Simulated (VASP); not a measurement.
# Pb2O (P6/mmm) in VASP: notebook

The runs below take Pb2O through single point, relaxation of cell and atoms, with PBE.

All numbers are computed with VASP 6.6.1; they aren't measurements. Logs are shortened: lines on timing, memory, paths and dates and some standing lists are left out, and cuts for length are marked.

### Step 1. The cell of the first run

It takes space group P6/mmm (No. 191, hexagonal). Conventional cell: a = 5.019 Å, b = 5.019 Å, c = 3.359 Å, α = 90.00°, β = 90.00°, γ = 120.00°. Pb (site symmetry -6m2) has 5 Pb at 2.90 to 3.36 Å and 6 O at 3.35 Å within 3.8 Å. Within 4.4 Å of O (site symmetry 6/mmm) lie 12 Pb at 3.35 Å and 2 O at 3.36 Å.

### Step 2. Single point, PBE

The input, INCAR:

```
SYSTEM = Pb2O
PREC = Accurate ; ENCUT = 520
EDIFF = 1E-7 ; ISMEAR = 0
SIGMA = 0.1 ; LREAL = .False.
LASPH = .True. ; NELM = 100
ALGO = Normal ; ISIF = 2
LWAVE = .False. ; LCHARG = .True.
GGA = PE ; LELF = .True.
LVHAR = .True. ; NBANDS = 24
```

The input, KPOINTS:

```
Automatic mesh
0
Gamma
  12 12 14
  0 0 0
```

The input, POSCAR:

```
Pb2O
1.0
    5.0190419758      0.0000000000      0.0000000000
   -2.5095209879      4.3466178537      0.0000000000
    0.0000000000      0.0000000000      3.3591638395
Pb O
2 1
Direct
    0.3333333333      0.6666666667      0.5000000000
    0.6666666667      0.3333333333      0.5000000000
    0.0000000000      0.0000000000      0.0000000000
```

Potentials or basis: VASP PAW PBE potentials, release 64 (Pb_d, O).

Launch:

```console
$ cat potpaw_PBE.64/Pb_d/POTCAR potpaw_PBE.64/O/POTCAR > POTCAR
$ mpirun -np 1 vasp_std > vasp.out
```

OUTCAR:

```text
SYSTEM = Pb2O
   PREC = Accurate
   ENCUT = 520
   EDIFF = 1E-7
   ISMEAR = 0
   LREAL = .False.
   LASPH = .True.
   NELM = 100
   ISIF = 2
   GGA = PE

 ion  position               nearest neighbor table
   1  0.333  0.667  0.500-   2 2.90   2 2.90   2 2.90
   2  0.667  0.333  0.500-   1 2.90   1 2.90   1 2.90
   3  0.000  0.000  0.000-

  LATTYP: Found a hexagonal cell.
 ALAT       =     5.0190419758
 C/A-ratio  =     0.6692838704

  Lattice vectors:

 A1 = (   5.0190419758,   0.0000000000,   0.0000000000)
 A2 = (  -2.5095209879,   4.3466178537,   0.0000000000)
 A3 = (   0.0000000000,   0.0000000000,   3.3591638395)

Analysis of symmetry for initial positions (statically):
=====================================================================
 Subroutine PRICEL returns:
 Original cell was already a primitive cell.

 Routine SETGRP: Setting up the symmetry group for a
 hexagonal supercell.

 Subroutine GETGRP returns: Found 24 space group operations
 (whereof 24 operations were pure point group operations)
 out of a pool of 24 trial point group operations.

The static configuration has the point symmetry D_6h.

Analysis of symmetry for dynamics (positions and initial velocities):
=====================================================================
 Subroutine PRICEL returns:
 Original cell was already a primitive cell.

 Routine SETGRP: Setting up the symmetry group for a
 hexagonal supercell.

 Subroutine GETGRP returns: Found 24 space group operations
 (whereof 24 operations were pure point group operations)
 out of a pool of 24 trial point group operations.

The dynamic configuration has the point symmetry D_6h.

 Subroutine INISYM returns: Found 24 space group operations
 (whereof 24 operations are pure point group operations),
 and found     1 'primitive' translations

----------------------------------------------------------------------------------------

                                     Primitive cell

  volume of cell :      73.2830

  direct lattice vectors                    reciprocal lattice vectors
     5.019041976  0.000000000  0.000000000     0.199241211  0.115031967  0.000000000
    -2.509520988  4.346617854  0.000000000     0.000000000  0.230063933  0.000000000
     0.000000000  0.000000000  3.359163839     0.000000000  0.000000000  0.297693131

  length of vectors
     5.019041976  5.019041976  3.359163839     0.230063933  0.230063933  0.297693131

  position of ions in fractional coordinates (direct lattice)
     0.333333333  0.666666667  0.500000000
     0.666666667  0.333333333  0.500000000
     0.000000000  0.000000000  0.000000000

  ion indices of the primitive-cell ions
   primitive index   ion index
                 1           1
                 2           2
                 3           3

----------------------------------------------------------------------------------------

 KPOINTS: Automatic mesh

Automatic generation of k-mesh.
 Grid dimensions read from file:
 generate k-points for:   12   12   14

 Generating k-lattice:

  Cartesian coordinates                     Fractional coordinates (reciprocal lattice)
     0.016603434  0.009585997  0.000000000     0.083333333  0.000000000  0.000000000
     0.000000000  0.019171994  0.000000000     0.000000000  0.083333333  0.000000000
     0.000000000  0.000000000  0.021263795     0.000000000  0.000000000  0.071428571

  Length of vectors
     0.019171994  0.019171994  0.021263795

  Shift w.r.t. Gamma in fractional coordinates (k-lattice)
     0.000000000  0.000000000  0.000000000

 Subroutine IBZKPT returns following result:
 ===========================================

 Found    152 irreducible k-points:

 Following reciprocal coordinates:
            Coordinates               Weight
  0.000000  0.000000  0.000000      1.000000
  0.083333  0.000000  0.000000      6.000000
  0.166667  0.000000  0.000000      6.000000
  0.250000  0.000000  0.000000      6.000000
  0.333333  0.000000  0.000000      6.000000
  0.416667  0.000000  0.000000      6.000000
[... 16 lines left out ...]
  0.250000  0.000000  0.071429     12.000000
  0.333333  0.000000  0.071429     12.000000
 [... further k-points ...]
   k-points           NKPTS =    152   k-points in BZ     NKDIM =    152   number of bands    NBANDS=     24
   number of dos      NEDOS =    301   number of ions     NIONS =      3
   total plane-waves  NPLWV =  44800
   dimension x,y,z NGX =    40 NGY =   40 NGZ =   28
   dimension x,y,z NGXF=    80 NGYF=   80 NGZF=   56
   ions per type =               2   1
   NGX,Y,Z   is equivalent  to a cutoff of  13.25, 13.25, 13.86 a.u.
   NGXF,Y,Z  is equivalent  to a cutoff of  26.50, 26.50, 27.71 a.u.
 SYSTEM =  Pb2O
   PREC   = accura    normal or accurate (medium, high low for compatibility)
   ISTART =      0    job   : 0-new  1-cont  2-samecut
   ICHARG =      2    charge: 1-file 2-atom 10-const
   ISPIN  =      1    spin polarized calculation?
   LNONCOLLINEAR =      F non collinear calculations
   LSORBIT =      F    spin-orbit coupling
   LASPH  =      T    aspherical Exc in radial PAW
   ENCUT  =  520.0 eV  38.22 Ry    6.18 a.u.   9.33  9.33  6.25*2*pi/ulx,y,z
   NELM   =    100;   NELMIN=  2; NELMDL= -5     # of ELM steps
   EDIFF  = 0.1E-06   stopping-criterion for ELM
   LREAL  =      F    real-space projection
   EDIFFG = 0.1E-05   stopping-criterion for IOM
   NSW    =      0    number of steps for IOM
   IBRION =     -1    ionic relax: 0-MD 1-quasi-New 2-CG
   NFREE  =      0    steps in history (QN), initial steepest desc. (CG)
   ISIF   =      2    stress and relaxation
   ISYM   =      2    0-nonsym 1-usesym 2-fastsym
   POTIM  = 0.5000    time-step for ionic-motion
   TEBEG  =    0.0;   TEEND  =   0.0 temperature during run
   PSTRESS=    0.0 pullay stress
   NELECT =      34.0000    total number of electrons
   NUPDOWN=      -1.0000    fix difference up-down
   EMIN   =  10.00;   EMAX   =-10.00  energy-range for DOS
   EFERMI =   0.00;   METHOD = LEGACY
   ISMEAR =     0;   SIGMA  =   0.10  broadening in eV -4-tet -1-fermi 0-gaus
   EFERMI_NEDOS =   21; number of points for ismear=-14 and -15
   IALGO  =     38    algorithm
   IMIX   =      4    mixing-type and parameters
     AMIX     =   0.40;   BMIX     =  1.00
     AMIX_MAG =   1.60;   BMIX_MAG =  1.00
  volume/ion in A,a.u.               =      24.43       164.85
  Fermi-wavevector in a.u.,A,eV,Ry     =   1.267360  2.394963 21.853695  1.606201
  Thomas-Fermi vector in A             =   2.400512
   LORBIT       =      0    0 simple, 1 ext, 2 COOP (PROOUT), +10 PAW based schemes
   GGA     = PE    functional components
   LHFCALC =     F    Hartree Fock is set to
   AEXX    =    0.0000 exact exchange contribution
   IVDW    =     0    specifies the selected vdW correction
   LEPSILON=     F    determine dielectric tensor
   LRPA    =     F    only Hartree local field effects (RPA)
 non-spin polarized calculation
 Gauss-broadening in eV      SIGMA  =   0.10
  energy-cutoff  :      520.00
  volume of cell :       73.28
 maximum number of plane-waves:      2004
 NGX is ok and might be reduce to    40
   NGX = 19   NGY = 19   NGZ = 13

 number of electron      34.0000004 magnetization

 Free energy of the ion-electron system (eV)
  ---------------------------------------------------
  ext. energy  EPLUGINS =         0.00000000
  ---------------------------------------------------
  free energy    TOTEN  =       -10.47533067 eV

  energy without entropy =      -10.45850021  energy(sigma->0) =      -10.46691544

 E-fermi :   5.2596     XC(G=0):  -9.9274

 val. band max:        5.2585737114   @ k =   0.0833   0.0000   0.2857
 cond. band min:       5.2652684859   @ k =   0.3333   0.2500   0.5000
 fundamental gap:      0.0066947746
 Fermi energy:         5.2595584457

 k-point     1 :       0.0000    0.0000    0.0000
  band No.  band energies     occupation
      1     -12.2326      2.00000
      2     -11.9610      2.00000
      3     -11.9610      2.00000
      4     -11.8203      2.00000
      5     -11.8203      2.00000
      6     -11.7919      2.00000
[... 16 lines left out ...]
     23      14.4367      0.00000
     24      14.7053      0.00000

 k-point     2 :       0.0833    0.0000    0.0000
  band No.  band energies     occupation
      1     -12.2305      2.00000
      2     -11.9841      2.00000
      3     -11.9817      2.00000
      4     -11.8220      2.00000
      5     -11.8170      2.00000
      6     -11.7843      2.00000
[... 16 lines left out ...]
     23      14.5336      0.00000
     24      14.6389      0.00000

 k-point     3 :       0.1667    0.0000    0.0000
  band No.  band energies     occupation
      1     -12.2251      2.00000
      2     -12.0340      2.00000
      3     -12.0284      2.00000
      4     -11.8264      2.00000
      5     -11.8075      2.00000
      6     -11.7761      2.00000
[... 16 lines left out ...]
     23      14.0864      0.00000
     24      15.1906      0.00000

 k-point     4 :       0.2500    0.0000    0.0000
  band No.  band energies     occupation
      1     -12.2187      2.00000
      2     -12.0863      2.00000
      3     -12.0787      2.00000
      4     -11.8322      2.00000
      5     -11.7931      2.00000
      6     -11.7768      2.00000
[... 16 lines left out ...]
     23      13.9654      0.00000
     24      15.8966      0.00000

 k-point     5 :       0.3333    0.0000    0.0000
  band No.  band energies     occupation
      1     -12.2155      2.00000
      2     -12.1267      2.00000
      3     -12.1204      2.00000
      4     -11.8378      2.00000
      5     -11.7825      2.00000
      6     -11.7762      2.00000
[... 16 lines left out ...]
     23      14.2504      0.00000
     24      15.7839      0.00000

 k-point     6 :       0.4167    0.0000    0.0000
  band No.  band energies     occupation
      1     -12.2184      2.00000
      2     -12.1474      2.00000
      3     -12.1473      2.00000
      4     -11.8418      2.00000
      5     -11.7883      2.00000
      6     -11.7614      2.00000
[... 16 lines left out ...]
     23      14.5017      0.00000
     24      15.0776      0.00000
[... 379 lines left out ...]
 k-point    21 :       0.0833    0.0000    0.0714
  band No.  band energies     occupation
      1     -12.2164      2.00000
      2     -11.9824      2.00000
      3     -11.9811      2.00000
      4     -11.8292      2.00000
      5     -11.8244      2.00000
      6     -11.7658      2.00000
[... 16 lines left out ...]
     23      14.0693      0.00000
     24      15.0791      0.00000

 k-point    22 :       0.1667    0.0000    0.0714
  band No.  band energies     occupation
      1     -12.2116      2.00000
      2     -12.0308      2.00000
      3     -12.0276      2.00000
      4     -11.8338      2.00000
      5     -11.8152      2.00000
      6     -11.7591      2.00000
[... 16 lines left out ...]
     23      14.3830      0.00000
     24      15.4677      0.00000

 k-point    23 :       0.2500    0.0000    0.0714
  band No.  band energies     occupation
      1     -12.2066      2.00000
      2     -12.0813      2.00000
      3     -12.0779      2.00000
      4     -11.8397      2.00000
      5     -11.8011      2.00000
      6     -11.7607      2.00000
[... 16 lines left out ...]
     23      14.6870      0.00000
     24      16.0902      0.00000

 k-point    24 :       0.3333    0.0000    0.0714
  band No.  band energies     occupation
      1     -12.2062      2.00000
      2     -12.1195      2.00000
      3     -12.1185      2.00000
      4     -11.8455      2.00000
      5     -11.7849      2.00000
      6     -11.7667      2.00000
[... 16 lines left out ...]
     23      14.9657      0.00000
     24      16.1719      0.00000

 [... further k-points ...]
[... 5 lines left out ...]
  --------------------------------------------------------------------------------------
  -------------------------------------------------------------------------------------
  Total       -0.0433160     -0.0433160     -0.0532016      0.0000000      0.0000000     -0.0000000
  in kB       -0.9470128     -0.9470128     -1.1631385      0.0000000      0.0000000     -0.0000000
  external PRESSURE =      -1.0190547 kB  Pullay stress =       0.0000000 kB

 VOLUME and BASIS-vectors are now :
 -----------------------------------------------------------------------------
  energy-cutoff  :      520.00
  volume of cell :       73.28
      direct lattice vectors                 reciprocal lattice vectors
     5.019041976  0.000000000  0.000000000     0.199241211  0.115031967  0.000000000
    -2.509520988  4.346617854  0.000000000     0.000000000  0.230063933  0.000000000
     0.000000000  0.000000000  3.359163839     0.000000000  0.000000000  0.297693131

 POSITION                                       TOTAL-FORCE (eV/Angst)
 -----------------------------------------------------------------------------------
     -0.00000      2.89775      1.67958         0.000000      0.000000      0.000000
      2.50952      1.44887      1.67958        -0.000000      0.000000     -0.000000
      0.00000      0.00000      0.00000         0.000000      0.000000      0.000000
 -----------------------------------------------------------------------------------
    total drift:                               -0.000000      0.000000      0.000000

  FREE ENERGIE OF THE ION-ELECTRON SYSTEM (eV)
  ---------------------------------------------------
  free  energy   TOTEN  =       -10.4753306741 eV

  energy  without entropy=      -10.4585002074  energy(sigma->0) =      -10.46691544
```

Run time: 2.2 min. Hardware: 1 thread of Intel Xeon 6975P-C (Granite Rapids), shared host; peak memory 0.36 GiB.

What came out:

```yaml
Free_energy: -10.4753 eV
Pressure: -0.1 GPa
Band_gap_on_the_k_mesh: zero (band 17 reaches 5.66 eV, above the bottom of band 18 at 4.51 eV)
```

Caveat: spin-orbit coupling is left out, which moves the levels of the heavy elements.

[end of part 1 of 2]
